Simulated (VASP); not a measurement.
# Ca8C in VASP: a series of runs

The runs below take Ca8C through single point, with PBE.

All numbers are computed with VASP 6.6.1; they aren't measurements. Logs are shortened: lines on timing, memory, paths and dates and some standing lists are left out, and cuts for length are marked.

## 1. The cell of the first run

The cell holds a slab with vacuum, 9 atoms: a = 7.813 Å, b = 7.813 Å, c = 18.498 Å, α = 90.00°, β = 90.00°, γ = 120.00°.

## 2. Single point, PBE

The input, INCAR:

```
SYSTEM = Ca8C
PREC     = Accurate       ! precision mode
ENCUT    = 520            ! plane-wave cutoff, eV
EDIFF    = 1E-6           ! SCF threshold, eV
ISMEAR   = 0              ! smearing method
SIGMA    = 0.1            ! smearing width, eV
LREAL    = .False.        ! projectors in reciprocal space
LASPH    = .True.         ! aspherical terms in the spheres
NELM     = 60             ! most SCF steps
ALGO     = Normal         ! electronic algorithm
ISIF     = 2              ! what is computed and relaxed
LWAVE    = .False.        ! write WAVECAR
LCHARG   = .False.        ! write CHGCAR
LDIPOL   = .True.       
IDIPOL   = 3            
DIPOL    = 0.5 0.5 0.312
GGA      = PE             ! functional
NBANDS   = 52             ! bands
```

The input, KPOINTS:

```
regular mesh
0
Gamma
  6 6 1
  0 0 0
```

The input, POSCAR:

```
Ca8C
1.0
    7.8132359333      0.0000000000      0.0000000000
   -3.9066179666      6.7664608040      0.0000000000
    0.0000000000      0.0000000000     18.4977493743
Ca C
8 1
Direct
    0.3333333333      0.1666666667      0.2162425233
    0.3333333333      0.6666666666      0.2162425233
    0.8333333333      0.1666666667      0.2162425233
    0.8333333333      0.6666666667      0.2162425233
    0.1666666667      0.3333333333      0.3783027455
    0.1666666667      0.8333333334      0.3783027455
    0.6666666667      0.3333333333      0.3783027455
    0.6666666667      0.8333333333      0.3783027455
    0.1666666667      0.5833333333      0.4284931486
```

Potentials or basis: VASP PAW PBE potentials, release 64 (Ca_sv, C).

On the command line:

```console
$ cat potpaw_PBE.64/Ca_sv/POTCAR potpaw_PBE.64/C/POTCAR > POTCAR
$ mpirun -np 1 vasp_std > vasp.out
```

OUTCAR:

```text
SYSTEM = Ca8C
   PREC = Accurate
   ENCUT = 520
   EDIFF = 1E-6
   ISMEAR = 0
   LREAL = .False.
   LASPH = .True.
   NELM = 60
   ISIF = 2
   GGA = PE

 ion  position               nearest neighbor table
   1  0.333  0.167  0.216-
   2  0.333  0.667  0.216-
   3  0.833  0.167  0.216-
   4  0.833  0.667  0.216-
   5  0.167  0.333  0.378-   9 2.16
   6  0.167  0.833  0.378-   9 2.16
   7  0.667  0.333  0.378-
   8  0.667  0.833  0.378-
   9  0.167  0.583  0.428-   5 2.16   6 2.16

  LATTYP: Found a hexagonal cell.
 ALAT       =     7.8132359333
 C/A-ratio  =     2.3674889037

  Lattice vectors:

 A1 = (   7.8132359333,   0.0000000000,   0.0000000000)
 A2 = (  -3.9066179666,   6.7664608040,   0.0000000000)
 A3 = (   0.0000000000,   0.0000000000,  18.4977493743)

Analysis of symmetry for initial positions (statically):
=====================================================================
 Subroutine PRICEL returns:
 Original cell was already a primitive cell.

 Routine SETGRP: Setting up the symmetry group for a
 hexagonal supercell.

 Subroutine GETGRP returns: Found  2 space group operations
 (whereof  2 operations were pure point group operations)
 out of a pool of 24 trial point group operations.

The static configuration has the point symmetry C_1h.

Analysis of symmetry for dynamics (positions and initial velocities):
=====================================================================
 Subroutine PRICEL returns:
 Original cell was already a primitive cell.

 Routine SETGRP: Setting up the symmetry group for a
 hexagonal supercell.

 Subroutine GETGRP returns: Found  2 space group operations
 (whereof  2 operations were pure point group operations)
 out of a pool of 24 trial point group operations.

The dynamic configuration has the point symmetry C_1h.

 Subroutine INISYM returns: Found  2 space group operations
 (whereof  2 operations are pure point group operations),
 and found     1 'primitive' translations

----------------------------------------------------------------------------------------

                                     Primitive cell

  volume of cell :     977.9382

  direct lattice vectors                    reciprocal lattice vectors
     7.813235933  0.000000000  0.000000000     0.127987944  0.073893874  0.000000000
    -3.906617967  6.766460804  0.000000000     0.000000000  0.147787747  0.000000000
     0.000000000  0.000000000 18.497749374     0.000000000  0.000000000  0.054060631

  length of vectors
     7.813235933  7.813235933 18.497749374     0.147787747  0.147787747  0.054060631

  position of ions in fractional coordinates (direct lattice)
     0.333333333  0.166666667  0.216242523
     0.333333333  0.666666667  0.216242523
     0.833333333  0.166666667  0.216242523
     0.833333333  0.666666667  0.216242523
     0.166666667  0.333333333  0.378302746
     0.166666667  0.833333333  0.378302746
     0.666666667  0.333333333  0.378302746
     0.666666667  0.833333333  0.378302746
     0.166666667  0.583333333  0.428493149

  ion indices of the primitive-cell ions
   primitive index   ion index
                 1           1
                 2           2
                 3           3
                 4           4
                 5           5
                 6           6
                 7           7
                 8           8
                 9           9

----------------------------------------------------------------------------------------

 KPOINTS: regular mesh

Automatic generation of k-mesh.
 Grid dimensions read from file:
 generate k-points for:    6    6    1

 Generating k-lattice:

  Cartesian coordinates                     Fractional coordinates (reciprocal lattice)
     0.021331324  0.012315646  0.000000000     0.166666667  0.000000000  0.000000000
     0.000000000  0.024631291  0.000000000     0.000000000  0.166666667  0.000000000
     0.000000000  0.000000000  0.054060631     0.000000000  0.000000000  1.000000000

  Length of vectors
     0.024631291  0.024631291  0.054060631

  Shift w.r.t. Gamma in fractional coordinates (k-lattice)
     0.000000000  0.000000000  0.000000000

 Subroutine IBZKPT returns following result:
 ===========================================

 Found     13 irreducible k-points:

 Following reciprocal coordinates:
            Coordinates               Weight
  0.000000  0.000000  0.000000      1.000000
  0.166667  0.000000  0.000000      2.000000
  0.000000  0.166667  0.000000      4.000000
  0.333333  0.000000  0.000000      2.000000
  0.000000  0.333333  0.000000      4.000000
  0.500000  0.000000  0.000000      1.000000
  0.000000  0.500000  0.000000      2.000000
  0.166667  0.166667  0.000000      4.000000
 -0.166667  0.333333  0.000000      2.000000
  0.333333  0.166667  0.000000      4.000000
 -0.166667  0.500000  0.000000      4.000000
  0.500000  0.333333  0.000000      4.000000
  0.333333  0.333333  0.000000      2.000000
   k-points           NKPTS =     13   k-points in BZ     NKDIM =     13   number of bands    NBANDS=     52
   number of dos      NEDOS =    301   number of ions     NIONS =      9
   total plane-waves  NPLWV = 504000
   dimension x,y,z NGX =    60 NGY =   60 NGZ =  140
   dimension x,y,z NGXF=   120 NGYF=  120 NGZF=  280
   ions per type =               8   1
   NGX,Y,Z   is equivalent  to a cutoff of  12.77, 12.77, 12.58 a.u.
   NGXF,Y,Z  is equivalent  to a cutoff of  25.53, 25.53, 25.16 a.u.
 SYSTEM =  Ca8C
   PREC   = accura    normal or accurate (medium, high low for compatibility)
   ISTART =      0    job   : 0-new  1-cont  2-samecut
   ICHARG =      2    charge: 1-file 2-atom 10-const
   ISPIN  =      1    spin polarized calculation?
   LNONCOLLINEAR =      F non collinear calculations
   LSORBIT =      F    spin-orbit coupling
   LASPH  =      T    aspherical Exc in radial PAW
   ENCUT  =  520.0 eV  38.22 Ry    6.18 a.u.  14.53 14.53 34.39*2*pi/ulx,y,z
   NELM   =     60;   NELMIN=  2; NELMDL= -5     # of ELM steps
   EDIFF  = 0.1E-05   stopping-criterion for ELM
   LREAL  =      F    real-space projection
[... 7 lines left out ...]
   TEBEG  =    0.0;   TEEND  =   0.0 temperature during run
   PSTRESS=    0.0 pullay stress
   NELECT =      84.0000    total number of electrons
   NUPDOWN=      -1.0000    fix difference up-down
   EMIN   =  10.00;   EMAX   =-10.00  energy-range for DOS
   EFERMI =   0.00;   METHOD = LEGACY
   ISMEAR =     0;   SIGMA  =   0.10  broadening in eV -4-tet -1-fermi 0-gaus
   EFERMI_NEDOS =   21; number of points for ismear=-14 and -15
   IALGO  =     38    algorithm
   IMIX   =      4    mixing-type and parameters
     AMIX     =   0.40;   BMIX     =  1.00
     AMIX_MAG =   1.60;   BMIX_MAG =  1.00
  volume/ion in A,a.u.               =     108.66       733.27
  Fermi-wavevector in a.u.,A,eV,Ry     =   0.722322  1.364990  7.098825  0.521749
  Thomas-Fermi vector in A             =   1.812255
   LORBIT       =      0    0 simple, 1 ext, 2 COOP (PROOUT), +10 PAW based schemes
   GGA     = PE    functional components
   LHFCALC =     F    Hartree Fock is set to
   AEXX    =    0.0000 exact exchange contribution
   IVDW    =     0    specifies the selected vdW correction
   LEPSILON=     F    determine dielectric tensor
   LRPA    =     F    only Hartree local field effects (RPA)
 non-spin polarized calculation
 Gauss-broadening in eV      SIGMA  =   0.10
  energy-cutoff  :      520.00
  volume of cell :      977.94
 maximum number of plane-waves:     26463
 NGX is ok and might be reduce to    60
   NGX = 29   NGY = 29   NGZ = 69

 dipolmoment           0.000000      0.000000     -0.094977 electrons x Angstroem

 number of electron      83.9999987 magnetization

 dipolmoment           0.000000      0.000000      0.212927 electrons x Angstroem

 Free energy of the ion-electron system (eV)
  ---------------------------------------------------
  ext. energy  EPLUGINS =         0.00000000
  ---------------------------------------------------
  free energy    TOTEN  =       -18.14192546 eV

  energy without entropy =      -18.09423188  energy(sigma->0) =      -18.11807867

 E-fermi :  -1.2678     XC(G=0):  -3.5077

 val. band max:       -1.2732311970   @ k =   0.0000   0.0000   0.0000
 cond. band min:      -1.2453386397   @ k =   0.0000   0.1667   0.0000
 fundamental gap:      0.0278925573
 Fermi energy:        -1.2678078135

 k-point     1 :       0.0000    0.0000    0.0000
  band No.  band energies     occupation
      1     -43.7133      2.00000
      2     -43.7078      2.00000
      3     -43.6773      2.00000
      4     -43.6220      2.00000
      5     -43.6176      2.00000
      6     -43.5928      2.00000
[... 44 lines left out ...]
     51      -0.4361      0.00000
     52      -0.3033      0.00000

 k-point     2 :       0.1667    0.0000    0.0000
  band No.  band energies     occupation
      1     -43.7133      2.00000
      2     -43.7078      2.00000
      3     -43.6773      2.00000
      4     -43.6220      2.00000
      5     -43.6176      2.00000
      6     -43.5929      2.00000
[... 44 lines left out ...]
     51      -0.3989      0.00000
     52      -0.2956      0.00000

 k-point     3 :       0.0000    0.1667    0.0000
  band No.  band energies     occupation
      1     -43.7130      2.00000
      2     -43.7081      2.00000
      3     -43.6773      2.00000
      4     -43.6217      2.00000
      5     -43.6179      2.00000
      6     -43.5928      2.00000
[... 44 lines left out ...]
     51      -0.4220      0.00000
     52      -0.2923      0.00000
[... 441 lines left out ...]
 k-point    12 :       0.5000    0.3333    0.0000
  band No.  band energies     occupation
      1     -43.7124      2.00000
      2     -43.7087      2.00000
      3     -43.6772      2.00000
      4     -43.6209      2.00000
      5     -43.6187      2.00000
      6     -43.5930      2.00000
[... 44 lines left out ...]
     51      -0.2742      0.00000
     52      -0.1747      0.00000

 k-point    13 :       0.3333    0.3333    0.0000
  band No.  band energies     occupation
      1     -43.7124      2.00000
      2     -43.7087      2.00000
      3     -43.6771      2.00000
      4     -43.6208      2.00000
      5     -43.6187      2.00000
      6     -43.5930      2.00000
[... 44 lines left out ...]
     51      -0.2175      0.00000
     52      -0.1565      0.00000

------------------------ aborting loop because EDIFF is reached ----------------------------------------

 vacuum level on the upper side and lower side of the slab       (xc-potential included)         0.220        -0.526

  FORCE on cell =-STRESS in cart. coord.  units (eV):
  Direction    XX          YY          ZZ          XY          YZ          ZX
  --------------------------------------------------------------------------------------
  -------------------------------------------------------------------------------------
  Total       -0.7924579      3.3582939      0.7813609     -3.5946565      0.1681881      0.2913104
  in kB       -1.2983010      5.5019657      1.2801206     -5.8892038      0.2755462      0.4772602
  external PRESSURE =       1.8279284 kB  Pullay stress =       0.0000000 kB

 VOLUME and BASIS-vectors are now :
 -----------------------------------------------------------------------------
  energy-cutoff  :      520.00
  volume of cell :      977.94
      direct lattice vectors                 reciprocal lattice vectors
     7.813235933  0.000000000  0.000000000     0.127987944  0.073893874  0.000000000
    -3.906617967  6.766460804  0.000000000     0.000000000  0.147787747  0.000000000
     0.000000000  0.000000000 18.497749374     0.000000000  0.000000000  0.054060631

 POSITION                                       TOTAL-FORCE (eV/Angst)
 -----------------------------------------------------------------------------------
      1.95331      1.12774      4.00000         0.022908      0.013226     -0.073888
      0.00000      4.51097      4.00000        -0.020884     -0.012057      0.070398
      5.85993      1.12774      4.00000        -0.041988     -0.029872     -0.136382
      3.90662      4.51097      4.00000        -0.046863     -0.021426     -0.136382
      0.00000      2.25549      6.99775         0.400476     -0.614623     -0.138353
     -1.95331      5.63872      6.99775        -0.332041      0.654134     -0.138353
      3.90662      2.25549      6.99775         0.730936      0.422006      0.276599
      1.95331      5.63872      6.99775        -0.745961     -0.430681      0.258991
     -0.97665      3.94710      7.92616         0.033416      0.019293      0.017370
 -----------------------------------------------------------------------------------
    total drift:                               -0.000005     -0.000003     -0.000503

  FREE ENERGIE OF THE ION-ELECTRON SYSTEM (eV)
  ---------------------------------------------------
  free  energy   TOTEN  =       -18.1419254566 eV

  energy  without entropy=      -18.0942318821  energy(sigma->0) =      -18.11807867

 vacuum level on the upper side and lower side of the slab         2.150         1.379
```

Wall time 42 min (1 thread of AMD EPYC 7R13, shared host); peak memory 1.2 GiB.

Results:

- Free energy: -18.1419 eV
- Largest force: 0.899 eV/Å
- Band gap on the k mesh: 0.02 eV (least direct gap 0.13 eV)

Forces on the atoms (eV/Å):
```
Ca   0.023  0.013 -0.074
Ca  -0.021 -0.012  0.070
Ca  -0.042 -0.030 -0.136
Ca  -0.047 -0.021 -0.136
Ca   0.400 -0.615 -0.138
Ca  -0.332  0.654 -0.138
Ca   0.731  0.422  0.277
Ca  -0.746 -0.431  0.259
C    0.033  0.019  0.017
```

Caveat: the smearing spreads over this small gap.

## 3. Single point, PBE

The input, INCAR:

```
SYSTEM = Ca8C
  ALGO = Normal
  DIPOL = 0.5 0.5 0.317
  EDIFF = 1E-6
  ENCUT = 520
  GGA = PE
  IDIPOL = 3
  ISIF = 2
  ISMEAR = 0
  LASPH = .TRUE.
  LCHARG = .FALSE.
  LDIPOL = .TRUE.
  LREAL = .FALSE.
  LWAVE = .FALSE.
  NBANDS = 52
  NELM = 60
  PREC = Accurate
  SIGMA = 0.1
```

The input, KPOINTS:

```
k-points
0
G
  6 6 1
  0 0 0
```

The input, POSCAR:

```
Ca8C
1.0
    7.8132359333      0.0000000000      0.0000000000
   -3.9066179666      6.7664608040      0.0000000000
    0.0000000000      0.0000000000     18.4977493743
Ca C
8 1
Direct
    0.3333333333      0.1666666667      0.2162425233
    0.3333333333      0.6666666667      0.2162425233
    0.8333333334      0.1666666667      0.2162425233
    0.8333333333      0.6666666667      0.2162425233
    0.1666666667      0.3333333333      0.3783027455
    0.1666666667      0.8333333333      0.3783027455
    0.6666666666      0.3333333333      0.3783027455
    0.6666666666      0.8333333333      0.3783027455
    0.2500000000      0.5000000000      0.4734494558
```

Potentials or basis: VASP PAW PBE potentials, release 64 (Ca_sv, C).

On the command line:

```console
$ cat potpaw_PBE.64/Ca_sv/POTCAR potpaw_PBE.64/C/POTCAR > POTCAR
$ mpirun -np 1 vasp_std > vasp.out
```

It took 55 min on 1 thread of AMD EPYC 7R13, shared host; peak memory 1.2 GiB.

The run converged. Its results:

```
Free energy            : -16.5622 eV
Largest force          : 1.623 eV/Å
Band gap on the k mesh : zero (bands 42 and 43 overlap by 0.26 eV)
```

Forces on the atoms (eV/Å):
```
Ca  -0.019 -0.007 -0.076
Ca   0.000  0.024 -0.109
Ca   0.019 -0.007 -0.076
Ca   0.000 -0.004 -0.082
Ca   0.000 -0.665 -1.022
Ca   0.497 -0.591  0.519
Ca   0.000  0.217  0.277
Ca  -0.497 -0.591  0.519
C    0.000  1.622  0.050
```

Levels at points of the mesh, in eV from the Fermi level:
| k point | band 38 | band 39 | band 40 | band 41 | band 42 | band 43 | band 44 | band 45 | band 46 | band 47 |
| --- | --- | --- | --- | --- | --- | --- | --- | --- | --- | --- |
| (0.00, 0.00, 0.00) | -0.73 | -0.61 | -0.60 | -0.53 | -0.22 | -0.18 | 0.19 | 0.33 | 0.38 | 0.39 |
| (0.50, 0.00, 0.00) | -1.16 | -0.88 | -0.32 | -0.19 | 0.01 | 0.28 | 0.35 | 0.43 | 0.53 | 0.57 |
| (0.00, 0.50, 0.00) | -1.17 | -0.87 | -0.40 | -0.22 | 0.07 | 0.29 | 0.37 | 0.44 | 0.47 | 0.57 |
